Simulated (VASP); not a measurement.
**SnO: single point with PBE+D3(BJ)**

Slab: SnO, a slab with vacuum.

```
CELL_PARAMETERS angstrom
3.82015 0.00030 0.00000
-0.00031 3.82015 0.00000
0.00000 0.00000 22.22608
ATOMIC_POSITIONS crystal
Sn 0.99995 0.99995 0.20246
Sn 0.49995 0.49995 0.30878
Sn 0.62495 0.62495 0.47975
Sn 0.12495 0.12495 0.58607
O 0.99995 0.49995 0.25562
O 0.49995 0.99995 0.25562
O 0.62495 0.12495 0.53291
O 0.12495 0.62495 0.53291
```

| Property | Result |
| --- | --- |
| Program | VASP 6.6.1 |
| Task | single point |
| Functional | PBE |
| Dispersion | D3(BJ) |
| Potentials or basis | VASP PAW PBE potentials, release 64 (Sn_d, O) |
| Cutoff | 520 eV |
| k mesh | 7 × 7 × 1 |
| Occupations | gaussian, width 0.05 eV |
| Spin | no spin polarisation |
| Dipole correction | yes |
| Further INCAR settings | ALGO = Normal; EDIFF = 1e-06; NBANDS = 50 |

- Largest force: 0.157 eV/Å
- Band gap on the k mesh: 2.10 eV, indirect (least direct gap 2.36 eV)
- Dispersion energy per atom: -0.159 eV

Forces in eV/Å, atoms in the order of the input:
```
Sn  -0.009 -0.009 -0.080
Sn  -0.058 -0.058 -0.134
Sn   0.058  0.058  0.134
Sn   0.009  0.009  0.080
O   -0.044  0.018 -0.007
O    0.018 -0.044 -0.007
O   -0.018  0.044  0.007
O    0.044 -0.018  0.007
```

Levels at points of the mesh, in eV from the valence-band top:
| k point | band 38 | band 39 | band 40 | band 41 | band 42 | band 43 |
| --- | --- | --- | --- | --- | --- | --- |
| (0.00, 0.00, 0.00) | -2.09 | -0.88 | -0.06 | 2.39 | 2.71 | 2.72 |

It took 9.6 min on 1 thread of Oxide Virtual Turin-like Processor, with other jobs on the host, peak memory 0.42 GiB.

Caveat: spin-orbit coupling is left out, which moves the levels of the heavy elements.
